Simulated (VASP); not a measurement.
# Ta4O (P4/mmm) in VASP: single point with LDA

Aim: the single point of Ta4O with LDA.

Program: VASP 6.6.1. These are calculated values, not measurements. Logs are shortened: lines on timing, memory, paths and dates and some standing lists are left out, and cuts for length are marked.

## (1) The cell of the first run

Symmetry: P4/mmm, No. 123, tetragonal system. Conventional cell: a = 3.180 Å, b = 3.180 Å, c = 7.307 Å, α = 90.00°, β = 90.00°, γ = 90.00°. Ta (site symmetry 4/mmm) has 4 O at 2.25 Å and 12 Ta at 3.05 to 3.18 Å within 3.2 Å. Ta (site symmetry 4mm) has 1 O at 2.07 Å and 4 Ta at 2.75 Å within 2.8 Å. Within 3.7 Å of Ta (site symmetry 4/mmm) lie 14 Ta at 2.75 to 3.65 Å. Within 2.7 Å of O (site symmetry 4/mmm) lie 6 Ta at 2.07 to 2.25 Å.

## (2) Single point, LDA

INCAR reads:

```
SYSTEM = Ta4O
PREC = Accurate
ENCUT = 700
EDIFF = 1E-6
ISMEAR = 0
SIGMA = 0.1
LREAL = .False.
LASPH = .True.
NELM = 120
ALGO = Normal
ISIF = 2
LWAVE = .False.
LCHARG = .False.
GGA = CA
NBANDS = 37
GGA_COMPAT = .False.
```

KPOINTS reads:

```
Automatic mesh
0
Gamma
  12 12 6
  0 0 0
```

POSCAR reads:

```
Ta4O
1.0
    3.1799475151      0.0000000000      0.0000000000
    0.0000000000      3.1799475151      0.0000000000
    0.0000000000      0.0000000000      7.3065144979
Ta O
4 1
Direct
    0.0000000000      0.0000000000      0.5000000000
    0.5000000000      0.5000000000      0.7828606995
    0.5000000000      0.5000000000      0.2171393005
    0.0000000000      0.0000000000      0.0000000000
    0.5000000000      0.5000000000      0.5000000000
```

Potentials or basis: VASP PAW LDA potentials, release 64 (Ta_sv_GW, O).

On the command line:

```bash
cat potpaw_LDA.64/Ta_sv_GW/POTCAR potpaw_LDA.64/O/POTCAR > POTCAR
mpirun -np 1 vasp_std > vasp.out
```

OUTCAR:

```text
SYSTEM = Ta4O
   PREC = Accurate
   ENCUT = 700
   EDIFF = 1E-6
   ISMEAR = 0
   LREAL = .False.
   LASPH = .True.
   NELM = 120
   ISIF = 2
   GGA = CA

 ion  position               nearest neighbor table
   1  0.000  0.000  0.500-   5 2.25   5 2.25   5 2.25   5 2.25   3 3.05   3 3.05   2 3.05   3 3.05
                             2 3.05   2 3.05   3 3.05   2 3.05
   2  0.500  0.500  0.783-   5 2.07   4 2.75   4 2.75   4 2.75   4 2.75   1 3.05   1 3.05   1 3.05
                             1 3.05   3 3.17
   3  0.500  0.500  0.217-   5 2.07   4 2.75   4 2.75   4 2.75   4 2.75   1 3.05   1 3.05   1 3.05
                             1 3.05   2 3.17
   4  0.000  0.000  0.000-   2 2.75   3 2.75   2 2.75   3 2.75   2 2.75   3 2.75   2 2.75   3 2.75

   5  0.500  0.500  0.500-   2 2.07   3 2.07   1 2.25   1 2.25   1 2.25   1 2.25

  LATTYP: Found a simple tetragonal cell.
 ALAT       =     3.1799475151
 C/A-ratio  =     2.2976839911

  Lattice vectors:

 A1 = (   3.1799475151,   0.0000000000,   0.0000000000)
 A2 = (   0.0000000000,   3.1799475151,   0.0000000000)
 A3 = (   0.0000000000,   0.0000000000,   7.3065144979)

Analysis of symmetry for initial positions (statically):
=====================================================================
 Subroutine PRICEL returns:
 Original cell was already a primitive cell.

 Routine SETGRP: Setting up the symmetry group for a
 simple tetragonal supercell.

 Subroutine GETGRP returns: Found 16 space group operations
 (whereof 16 operations were pure point group operations)
 out of a pool of 16 trial point group operations.

The static configuration has the point symmetry D_4h.

Analysis of symmetry for dynamics (positions and initial velocities):
=====================================================================
 Subroutine PRICEL returns:
 Original cell was already a primitive cell.

 Routine SETGRP: Setting up the symmetry group for a
 simple tetragonal supercell.

 Subroutine GETGRP returns: Found 16 space group operations
 (whereof 16 operations were pure point group operations)
 out of a pool of 16 trial point group operations.

The dynamic configuration has the point symmetry D_4h.

 Subroutine INISYM returns: Found 16 space group operations
 (whereof 16 operations are pure point group operations),
 and found     1 'primitive' translations

----------------------------------------------------------------------------------------

                                     Primitive cell

[... 99 lines left out ...]
   NSW    =      0    number of steps for IOM
   IBRION =     -1    ionic relax: 0-MD 1-quasi-New 2-CG
   NFREE  =      0    steps in history (QN), initial steepest desc. (CG)
   ISIF   =      2    stress and relaxation
   ISYM   =      2    0-nonsym 1-usesym 2-fastsym
   POTIM  = 0.5000    time-step for ionic-motion
   TEBEG  =    0.0;   TEEND  =   0.0 temperature during run
   PSTRESS=    0.0 pullay stress
   NELECT =      58.0000    total number of electrons
   NUPDOWN=      -1.0000    fix difference up-down
   EMIN   =  10.00;   EMAX   =-10.00  energy-range for DOS
   EFERMI =   0.00;   METHOD = LEGACY
   ISMEAR =     0;   SIGMA  =   0.10  broadening in eV -4-tet -1-fermi 0-gaus
   EFERMI_NEDOS =   21; number of points for ismear=-14 and -15
   IALGO  =     38    algorithm
   IMIX   =      4    mixing-type and parameters
     AMIX     =   0.40;   BMIX     =  1.00
     AMIX_MAG =   1.60;   BMIX_MAG =  1.00
  volume/ion in A,a.u.               =      14.78        99.72
  Fermi-wavevector in a.u.,A,eV,Ry     =   1.510199  2.853862 31.030812  2.280700
  Thomas-Fermi vector in A             =   2.620420
   LORBIT       =      0    0 simple, 1 ext, 2 COOP (PROOUT), +10 PAW based schemes
   GGA     = CA    functional components
   LHFCALC =     F    Hartree Fock is set to
   AEXX    =    0.0000 exact exchange contribution
   IVDW    =     0    specifies the selected vdW correction
   LEPSILON=     F    determine dielectric tensor
   LRPA    =     F    only Hartree local field effects (RPA)
 non-spin polarized calculation
 Gauss-broadening in eV      SIGMA  =   0.10
  energy-cutoff  :      700.00
  volume of cell :       73.88
 maximum number of plane-waves:      3140
 NGX is ok and might be reduce to    28
   NGX = 13   NGY = 13   NGZ = 31

 number of electron      57.9999991 magnetization

 Free energy of the ion-electron system (eV)
  ---------------------------------------------------
  ext. energy  EPLUGINS =         0.00000000
  ---------------------------------------------------
  free energy    TOTEN  =       -70.35125802 eV

  energy without entropy =      -70.34251950  energy(sigma->0) =      -70.34688876

 E-fermi :  11.5685     XC(G=0): -13.5939

 val. band max:       11.5649182538   @ k =   0.5000   0.2500   0.0000
 cond. band min:      11.5829949248   @ k =   0.3333   0.0000   0.0000
 fundamental gap:      0.0180766710
 Fermi energy:        11.5685443171

 k-point     1 :       0.0000    0.0000    0.0000
  band No.  band energies     occupation
      1     -56.9508      2.00000
      2     -55.7485      2.00000
      3     -55.7250      2.00000
      4     -54.9699      2.00000
      5     -23.7290      2.00000
      6     -23.7290      2.00000
[... 949 lines left out ...]
     36      15.8247      0.00000
     37      15.9891      0.00000

 [... further k-points ...]

------------------------ aborting loop because EDIFF is reached ----------------------------------------

  FORCE on cell =-STRESS in cart. coord.  units (eV):
  Direction    XX          YY          ZZ          XY          YZ          ZX
  --------------------------------------------------------------------------------------
  -------------------------------------------------------------------------------------
  Total        0.1377949      0.1377949      0.3213666      0.0000000      0.0000000      0.0000000
  in kB        2.9880898      2.9880898      6.9688502      0.0000000      0.0000000      0.0000000
  external PRESSURE =       4.3150100 kB  Pullay stress =       0.0000000 kB

 VOLUME and BASIS-vectors are now :
 -----------------------------------------------------------------------------
  energy-cutoff  :      700.00
  volume of cell :       73.88
      direct lattice vectors                 reciprocal lattice vectors
     3.179947515  0.000000000  0.000000000     0.314470599  0.000000000  0.000000000
     0.000000000  3.179947515  0.000000000     0.000000000  0.314470599  0.000000000
     0.000000000  0.000000000  7.306514498     0.000000000  0.000000000  0.136864164

 POSITION                                       TOTAL-FORCE (eV/Angst)
 -----------------------------------------------------------------------------------
      0.00000      0.00000      3.65326         0.000000      0.000000      0.000000
      1.58997      1.58997      5.71998         0.000000     -0.000000      0.042702
      1.58997      1.58997      1.58653        -0.000000     -0.000000     -0.042702
      0.00000      0.00000      0.00000         0.000000      0.000000      0.000000
      1.58997      1.58997      3.65326         0.000000      0.000000      0.000000
 -----------------------------------------------------------------------------------
    total drift:                                0.000000      0.000000      0.000000

  FREE ENERGIE OF THE ION-ELECTRON SYSTEM (eV)
  ---------------------------------------------------
  free  energy   TOTEN  =       -70.3512580151 eV

  energy  without entropy=      -70.3425194989  energy(sigma->0) =      -70.34688876
```

stdout:

```text
POSCAR found type information on POSCAR TaO
 POSCAR found :  2 types and       5 ions
 scaLAPACK will be used
 LDA part: xc-table for (Slater(with rela. corr.)+CA(PZ))
 , standard interpolation
 POSCAR, INCAR and KPOINTS ok, starting setup
 FFT: planning ... GRIDC
 FFT: planning ... GRID_SOFT
 FFT: planning ... GRID
 WAVECAR not read
 entering main loop
```

Wall time 9.8 min (1 thread of Intel Xeon Platinum 8375C at 2.90GHz (Ice Lake), shared host); peak memory 0.47 GiB.

What came out:

```
Free energy            : -70.3513 eV
Pressure               : 0.4 GPa
Largest force          : 0.043 eV/Å
Band gap on the k mesh : zero (bands 29 and 30 overlap by 1.05 eV)
```

Forces in eV/Å, atoms in the order of the input:
```
Ta   0.000  0.000  0.000
Ta   0.000  0.000  0.043
Ta   0.000  0.000 -0.043
Ta   0.000  0.000  0.000
O    0.000  0.000  0.000
```

Caveat: spin-orbit coupling is left out, which moves the levels of the heavy elements.
